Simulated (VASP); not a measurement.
# CaO (P6_3/mmc) in VASP: further runs

The runs below take CaO through single point, with PBE.

Everything below comes from runs of VASP 6.6.1. Logs are shortened: lines on timing, memory, paths and dates and some standing lists are left out, and cuts for length are marked.

### Step 1. The cell of the first run

The structure is hexagonal, space group P6_3/mmc (No. 194). Conventional cell: a = 4.112 Å, b = 4.112 Å, c = 4.785 Å, α = 90.00°, β = 90.00°, γ = 120.00°. Ca (site symmetry -6m2) has 5 O at 2.37 to 2.39 Å within 3.1 Å. O (site symmetry -6m2) has 5 Ca at 2.37 to 2.39 Å within 3.1 Å.

### Step 2. Single point, PBE (strain +0.030 along x and y, +0.000 along z)

INCAR reads:

```
SYSTEM = CaO
PREC = Accurate ; ENCUT = 520
EDIFF = 1E-6 ; ISMEAR = 0
SIGMA = 0.05 ; LREAL = .False.
LASPH = .True. ; NELM = 100
ALGO = Normal ; ISIF = 2
LWAVE = .False. ; LCHARG = .True.
GGA = PE ; LELF = .True.
LVHAR = .True. ; NBANDS = 24
```

KPOINTS reads:

```
regular mesh
0
Gamma
  9 9 6
  0 0 0
```

POSCAR reads:

```
CaO
1.0
    4.1117350992      0.0000000000      0.0000000000
   -2.0558675496      3.5608670496      0.0000000000
    0.0000000000      0.0000000000      4.7848400100
Ca O
2 2
Direct
    0.3333333333      0.6666666667      0.7500000000
    0.6666666667      0.3333333333      0.2500000000
    0.3333333333      0.6666666667      0.2500000000
    0.6666666667      0.3333333333      0.7500000000
```

Potentials or basis: VASP PAW PBE potentials, release 64 (Ca_sv, O).

The run is started by

```console
cat potpaw_PBE.64/Ca_sv/POTCAR potpaw_PBE.64/O/POTCAR > POTCAR
mpirun -np 1 vasp_std > vasp.out
```

OUTCAR:

```text
SYSTEM = CaO
   PREC = Accurate
   ENCUT = 520
   EDIFF = 1E-6
   ISMEAR = 0
   LREAL = .False.
   LASPH = .True.
   NELM = 100
   ISIF = 2
   GGA = PE

 ion  position               nearest neighbor table
   1  0.333  0.667  0.750-   4 2.37   4 2.37   4 2.37   3 2.39   3 2.39
   2  0.667  0.333  0.250-   3 2.37   3 2.37   3 2.37   4 2.39   4 2.39
   3  0.333  0.667  0.250-   2 2.37   2 2.37   2 2.37   1 2.39   1 2.39
   4  0.667  0.333  0.750-   1 2.37   1 2.37   1 2.37   2 2.39   2 2.39

  LATTYP: Found a hexagonal cell.
 ALAT       =     4.1117350992
 C/A-ratio  =     1.1637033745

  Lattice vectors:

 A1 = (   4.1117350992,   0.0000000000,   0.0000000000)
 A2 = (  -2.0558675496,   3.5608670496,   0.0000000000)
 A3 = (   0.0000000000,   0.0000000000,   4.7848400100)

Analysis of symmetry for initial positions (statically):
=====================================================================
 Subroutine PRICEL returns:
 Original cell was already a primitive cell.

 Routine SETGRP: Setting up the symmetry group for a
 hexagonal supercell.

 Subroutine GETGRP returns: Found 24 space group operations
 (whereof 12 operations were pure point group operations)
 out of a pool of 24 trial point group operations.

The static configuration has the point symmetry D_3d.
 The point group associated with its full space group is D_6h.

Analysis of symmetry for dynamics (positions and initial velocities):
=====================================================================
 Subroutine PRICEL returns:
 Original cell was already a primitive cell.

 Routine SETGRP: Setting up the symmetry group for a
 hexagonal supercell.

 Subroutine GETGRP returns: Found 24 space group operations
 (whereof 12 operations were pure point group operations)
 out of a pool of 24 trial point group operations.

The dynamic configuration has the point symmetry D_3d.
 The point group associated with its full space group is D_6h.

 Subroutine INISYM returns: Found 24 space group operations
 (whereof 12 operations are pure point group operations),
 and found     1 'primitive' translations

----------------------------------------------------------------------------------------

                                     Primitive cell

  volume of cell :      70.0565

  direct lattice vectors                    reciprocal lattice vectors
     4.111735099  0.000000000  0.000000000     0.243206329  0.140415240  0.000000000
    -2.055867550  3.560867050  0.000000000     0.000000000  0.280830479  0.000000000
     0.000000000  0.000000000  4.784840010     0.000000000  0.000000000  0.208993404

  length of vectors
     4.111735099  4.111735099  4.784840010     0.280830479  0.280830479  0.208993404

  position of ions in fractional coordinates (direct lattice)
     0.333333333  0.666666667  0.750000000
     0.666666667  0.333333333  0.250000000
     0.333333333  0.666666667  0.250000000
     0.666666667  0.333333333  0.750000000

  ion indices of the primitive-cell ions
   primitive index   ion index
                 1           1
                 2           2
                 3           3
                 4           4

----------------------------------------------------------------------------------------

 KPOINTS: regular mesh

Automatic generation of k-mesh.
 Grid dimensions read from file:
 generate k-points for:    9    9    6

 Generating k-lattice:

  Cartesian coordinates                     Fractional coordinates (reciprocal lattice)
     0.027022925  0.015601693  0.000000000     0.111111111 -0.000000000  0.000000000
     0.000000000  0.031203387  0.000000000     0.000000000  0.111111111  0.000000000
     0.000000000  0.000000000  0.034832234     0.000000000  0.000000000  0.166666667

  Length of vectors
     0.031203387  0.031203387  0.034832234

  Shift w.r.t. Gamma in fractional coordinates (k-lattice)
     0.000000000  0.000000000  0.000000000

 Subroutine IBZKPT returns following result:
 ===========================================

 Found     48 irreducible k-points:

 Following reciprocal coordinates:
            Coordinates               Weight
  0.000000  0.000000  0.000000      1.000000
  0.111111  0.000000  0.000000      6.000000
  0.222222 -0.000000  0.000000      6.000000
  0.333333 -0.000000  0.000000      6.000000
  0.444444 -0.000000  0.000000      6.000000
  0.111111  0.111111  0.000000      6.000000
[... 16 lines left out ...]
  0.333333  0.222222  0.166667     24.000000
  0.333333  0.333333  0.166667      4.000000
 [... further k-points ...]
   k-points           NKPTS =     48   k-points in BZ     NKDIM =     48   number of bands    NBANDS=     24
   number of dos      NEDOS =    301   number of ions     NIONS =      4
   total plane-waves  NPLWV =  36864
   dimension x,y,z NGX =    32 NGY =   32 NGZ =   36
   dimension x,y,z NGXF=    64 NGYF=   64 NGZF=   72
   ions per type =               2   2
   NGX,Y,Z   is equivalent  to a cutoff of  12.94, 12.94, 12.51 a.u.
   NGXF,Y,Z  is equivalent  to a cutoff of  25.88, 25.88, 25.02 a.u.
 SYSTEM =  CaO
   PREC   = accura    normal or accurate (medium, high low for compatibility)
   ISTART =      0    job   : 0-new  1-cont  2-samecut
   ICHARG =      2    charge: 1-file 2-atom 10-const
   ISPIN  =      1    spin polarized calculation?
   LNONCOLLINEAR =      F non collinear calculations
   LSORBIT =      F    spin-orbit coupling
   LASPH  =      T    aspherical Exc in radial PAW
   ENCUT  =  520.0 eV  38.22 Ry    6.18 a.u.   7.65  7.65  8.90*2*pi/ulx,y,z
   NELM   =    100;   NELMIN=  2; NELMDL= -5     # of ELM steps
   EDIFF  = 0.1E-05   stopping-criterion for ELM
   LREAL  =      F    real-space projection
   EDIFFG = 0.1E-04   stopping-criterion for IOM
   NSW    =      0    number of steps for IOM
   IBRION =     -1    ionic relax: 0-MD 1-quasi-New 2-CG
   NFREE  =      0    steps in history (QN), initial steepest desc. (CG)
   ISIF   =      2    stress and relaxation
   ISYM   =      2    0-nonsym 1-usesym 2-fastsym
   POTIM  = 0.5000    time-step for ionic-motion
   TEBEG  =    0.0;   TEEND  =   0.0 temperature during run
   PSTRESS=    0.0 pullay stress
   NELECT =      32.0000    total number of electrons
   NUPDOWN=      -1.0000    fix difference up-down
   EMIN   =  10.00;   EMAX   =-10.00  energy-range for DOS
   EFERMI =   0.00;   METHOD = LEGACY
   ISMEAR =     0;   SIGMA  =   0.05  broadening in eV -4-tet -1-fermi 0-gaus
   EFERMI_NEDOS =   21; number of points for ismear=-14 and -15
   IALGO  =     38    algorithm
   IMIX   =      4    mixing-type and parameters
     AMIX     =   0.40;   BMIX     =  1.00
     AMIX_MAG =   1.60;   BMIX_MAG =  1.00
  volume/ion in A,a.u.               =      17.51       118.19
  Fermi-wavevector in a.u.,A,eV,Ry     =   1.260788  2.382544 21.627635  1.589586
  Thomas-Fermi vector in A             =   2.394280
   LORBIT       =      0    0 simple, 1 ext, 2 COOP (PROOUT), +10 PAW based schemes
   GGA     = PE    functional components
   LHFCALC =     F    Hartree Fock is set to
   AEXX    =    0.0000 exact exchange contribution
   IVDW    =     0    specifies the selected vdW correction
   LEPSILON=     F    determine dielectric tensor
   LRPA    =     F    only Hartree local field effects (RPA)
 non-spin polarized calculation
 Gauss-broadening in eV      SIGMA  =   0.05
  energy-cutoff  :      520.00
  volume of cell :       70.06
 maximum number of plane-waves:      1914
 NGX is ok and might be reduce to    32
   NGX = 15   NGY = 15   NGZ = 17

 number of electron      31.9999992 magnetization

 Free energy of the ion-electron system (eV)
  ---------------------------------------------------
  ext. energy  EPLUGINS =         0.00000000
  ---------------------------------------------------
  free energy    TOTEN  =       -25.31147287 eV

  energy without entropy =      -25.31147287  energy(sigma->0) =      -25.31147287

 E-fermi :   1.3088     XC(G=0):  -9.1255

 val. band max:        1.1083614105   @ k =   0.0000   0.0000   0.0000
 cond. band min:       3.9885745455   @ k =   0.0000   0.0000   0.0000
 fundamental gap:      2.8802131350
 Fermi energy:         1.3088319366

 k-point     1 :       0.0000    0.0000    0.0000
  band No.  band energies     occupation
      1     -36.8317      2.00000
      2     -36.7245      2.00000
      3     -18.0901      2.00000
      4     -17.9269      2.00000
      5     -17.9269      2.00000
      6     -17.7505      2.00000
[... 16 lines left out ...]
     23       9.0921      0.00000
     24       9.1988      0.00000

 k-point     2 :       0.1111    0.0000    0.0000
  band No.  band energies     occupation
      1     -36.8279      2.00000
      2     -36.7264      2.00000
      3     -18.0765      2.00000
      4     -17.9598      2.00000
      5     -17.9352      2.00000
      6     -17.7923      2.00000
[... 16 lines left out ...]
     23       8.9260      0.00000
     24       9.0214      0.00000

 k-point     3 :       0.2222   -0.0000    0.0000
  band No.  band energies     occupation
      1     -36.8174      2.00000
      2     -36.7321      2.00000
      3     -18.0407      2.00000
      4     -18.0384      2.00000
      5     -17.9552      2.00000
      6     -17.8920      2.00000
[... 16 lines left out ...]
     23       8.9554      0.00000
     24       9.0547      0.00000

 k-point     4 :       0.3333   -0.0000    0.0000
  band No.  band energies     occupation
      1     -36.8030      2.00000
      2     -36.7411      2.00000
      3     -18.1295      2.00000
      4     -17.9960      2.00000
      5     -17.9840      2.00000
      6     -17.9764      2.00000
[... 16 lines left out ...]
     23       9.0098      0.00000
     24       9.2056      0.00000

 k-point     5 :       0.4444   -0.0000    0.0000
  band No.  band energies     occupation
      1     -36.7901      2.00000
      2     -36.7504      2.00000
      3     -18.1858      2.00000
      4     -18.0592      2.00000
      5     -17.9895      2.00000
      6     -17.9333      2.00000
[... 451 lines left out ...]
 k-point    22 :       0.2222    0.2222    0.1667
  band No.  band energies     occupation
      1     -36.7915      2.00000
      2     -36.7498      2.00000
      3     -18.2417      2.00000
      4     -18.1505      2.00000
      5     -17.9894      2.00000
      6     -17.8520      2.00000
[... 16 lines left out ...]
     23       8.9739      0.00000
     24       9.5582      0.00000

 k-point    23 :       0.3333    0.2222    0.1667
  band No.  band energies     occupation
      1     -36.7798      2.00000
      2     -36.7587      2.00000
      3     -18.2602      2.00000
      4     -18.2037      2.00000
      5     -18.0151      2.00000
      6     -17.8105      2.00000
[... 16 lines left out ...]
     23       9.0668      0.00000
     24       9.6005      0.00000

 k-point    24 :       0.3333    0.3333    0.1667
  band No.  band energies     occupation
      1     -36.7688      2.00000
      2     -36.7688      2.00000
      3     -18.2400      2.00000
      4     -18.2400      2.00000
      5     -18.0323      2.00000
      6     -17.7785      2.00000
[... 16 lines left out ...]
     23       9.0861      0.00000
     24       9.7119      0.00000

 [... further k-points ...]
[... 5 lines left out ...]
  --------------------------------------------------------------------------------------
  -------------------------------------------------------------------------------------
  Total       -1.7290973     -1.7290973     -0.4881850      0.0000000     -0.0000000      0.0000000
  in kB      -39.5441001    -39.5441001    -11.1646902      0.0000000     -0.0000000      0.0000000
  external PRESSURE =     -30.0842968 kB  Pullay stress =       0.0000000 kB

 VOLUME and BASIS-vectors are now :
 -----------------------------------------------------------------------------
  energy-cutoff  :      520.00
  volume of cell :       70.06
      direct lattice vectors                 reciprocal lattice vectors
     4.111735099  0.000000000  0.000000000     0.243206329  0.140415240  0.000000000
    -2.055867550  3.560867050  0.000000000     0.000000000  0.280830479  0.000000000
     0.000000000  0.000000000  4.784840010     0.000000000  0.000000000  0.208993404

 POSITION                                       TOTAL-FORCE (eV/Angst)
 -----------------------------------------------------------------------------------
     -0.00000      2.37391      3.58863        -0.000000     -0.000000      0.000000
      2.05587      1.18696      1.19621        -0.000000      0.000000     -0.000000
     -0.00000      2.37391      1.19621         0.000000     -0.000000      0.000000
      2.05587      1.18696      3.58863        -0.000000      0.000000     -0.000000
 -----------------------------------------------------------------------------------
    total drift:                               -0.000000      0.000000     -0.000000

  FREE ENERGIE OF THE ION-ELECTRON SYSTEM (eV)
  ---------------------------------------------------
  free  energy   TOTEN  =       -25.3114728744 eV

  energy  without entropy=      -25.3114728743  energy(sigma->0) =      -25.31147287
```

Wall time 72 s (1 thread of Intel Xeon 6975P-C, shared host); peak memory 0.23 GiB.

What came out:

```
Free energy            : -25.3115 eV
Pressure               : -3.0 GPa
Band gap on the k mesh : 2.88 eV, direct
```

Stress tensor (GPa, compression positive):
```
-3.95  0.00  0.00
 0.00 -3.95  0.00
 0.00  0.00 -1.12
```

Caveat: the cell differs from its parent crystal (strain +0.030 along x and y, +0.000 along z).

### Step 3. Single point, PBE (strain +0.015 along x and y, +0.030 along z)

INCAR reads:

```
PREC = Accurate ; ENCUT = 520
EDIFF = 1E-7 ; ISMEAR = 0
SIGMA = 0.05 ; LREAL = False
LASPH = True ; NELM = 80
ALGO = Normal ; ISIF = 2
LWAVE = False ; LCHARG = True
GGA = PE ; LELF = True
LVHAR = True ; NBANDS = 24
```

KPOINTS reads:

```
regular mesh
0
Gamma
  9 9 6
```

POSCAR reads:

```
CaO
1.0
    4.0518554619      0.0000000000      0.0000000000
   -2.0259277309      3.5090097624      0.0000000000
    0.0000000000      0.0000000000      4.9283852103
Ca O
2 2
Direct
    0.3333333333      0.6666666667      0.7500000000
    0.6666666667      0.3333333333      0.2500000000
    0.3333333333      0.6666666667      0.2500000000
    0.6666666667      0.3333333333      0.7500000000
```

Potentials or basis: VASP PAW PBE potentials, release 64 (Ca_sv, O).

The run is started by

```console
cat potpaw_PBE.64/Ca_sv/POTCAR potpaw_PBE.64/O/POTCAR > POTCAR
mpirun -np 1 vasp_std > vasp.out
```

Run time: 92 s. Hardware: 1 thread of Intel Xeon 6975P-C, shared host; peak memory 0.22 GiB.

Results (log left out):

| Item | Value |
| --- | --- |
| Free energy | -25.3183 eV |
| Pressure | -3.4 GPa |
| Band gap on the k mesh | 2.98 eV, direct |

Stress tensor (GPa, compression positive):
```
-2.87  0.00  0.00
 0.00 -2.87  0.00
 0.00  0.00 -4.45
```

Levels at points of the mesh, in eV from the valence-band top:
| k point | band 12 | band 13 | band 14 | band 15 | band 16 | band 17 | band 18 | band 19 | band 20 | band 21 |
| --- | --- | --- | --- | --- | --- | --- | --- | --- | --- | --- |
| (0.00, 0.00, 0.00) | -1.12 | -1.12 | -1.04 | -1.04 | 0.00 | 2.98 | 6.02 | 6.02 | 7.33 | 7.34 |
| (0.00, 0.00, 0.50) | -1.46 | -1.17 | -1.17 | -1.17 | -1.17 | 4.78 | 4.78 | 7.47 | 7.47 | 7.47 |

Caveat: the cell differs from its parent crystal (strain +0.015 along x and y, +0.030 along z). A k mesh can miss the band edges.

(Continued in part 2 of 2.)
